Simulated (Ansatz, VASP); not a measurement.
# One calculation of SnSe2, two programs

```xyz
3
Lattice="3.8110 0.0000 0.0000 -1.9055 3.3004 0.0000 0.0000 0.0000 6.1360" Properties=species:S:1:pos:R:3 pbc="T T T"
Sn    0.0000    0.0000    0.0000
Se    0.0000    2.2003    1.5279
Se    1.9055    1.1001    4.6081
```

Alike in both runs: task relaxation of cell and atoms; functional LDA; k mesh 9 × 9 × 6; occupations gaussian, width 0.02 eV; no spin polarisation.

```csv
,VASP,Ansatz
version,VASP 6.6.1,Ansatz 0.2.0
potentials or method,"VASP PAW LDA potentials, release 64 (Sn_d, Se), cutoff 600 eV","scalar-relativistic, plane waves, PAW"
valence electrons in the cell,26,46
```

Ansatz gave:

| Quantity | Value |
| --- | --- |
| gap on the k mesh at the Fermi level, each at its own relaxed structure (eV) | 0.21 |
| relaxed volume (Å³/atom) | 24.58 |
| relaxed length of the cell vector where the two differ most in proportion (Å) | 3.801 |

Estimate VASP's values.

gap on the k mesh at the Fermi level, each at its own relaxed structure (eV): 0.21; relaxed volume (Å³/atom): 24.63; relaxed length of the cell vector where the two differ most in proportion (Å): 3.804.

LDA's correlation is that of Perdew and Zunger in VASP and of Perdew and Wang (1992) in Ansatz. VASP's potentials hold 26 valence electrons a cell and Ansatz's 46, so a difference there can come from the potentials and not from the codes.
